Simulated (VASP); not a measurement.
AlRu, 2 atoms in the cell. The structure is cubic, space group Pm-3m (No. 221). The conventional cell has a = 3.011 Å, b = 3.011 Å, c = 3.011 Å, α = 90.00°, β = 90.00°, γ = 90.00°. Within 3.4 Å of Ru (site symmetry m-3m) lie 8 Al at 2.61 Å and 6 Ru at 3.01 Å. Within 3.4 Å of Al (site symmetry m-3m) lie 8 Ru at 2.61 Å and 6 Al at 3.01 Å.  This cell differs from its parent crystal: volume scaled by 1.02.

```yaml
Program: VASP 6.6.1
Task: single point
Functional: LDA
Potentials_or_basis: VASP PAW LDA potentials, release 64 (Ru_pv, Al)
Cutoff: 520 eV
k_mesh: 9 × 9 × 9
Occupations: fermi-dirac, width 0.05 eV
Spin: no spin polarisation
Dipole_correction: no
Further_INCAR_settings: ALGO = Fast; EDIFF = 1e-06; NBANDS = 16
```

Potentials or basis: VASP PAW LDA potentials, release 64 (Ru_pv, Al).

The run is started by

```console
$ cat potpaw_LDA.64/Ru_pv/POTCAR potpaw_LDA.64/Al/POTCAR > POTCAR
$ mpirun -np 1 vasp_std > vasp.out
```

Hardware: 1 thread of Intel Xeon 6975P-C (shared host).

Q: Estimate the wall time of this run.

A: Run time: 7.8 s on 1 thread of Intel Xeon 6975P-C (shared host), peak memory 0.13 GiB. Counts: scf iterations 13, k points 35.
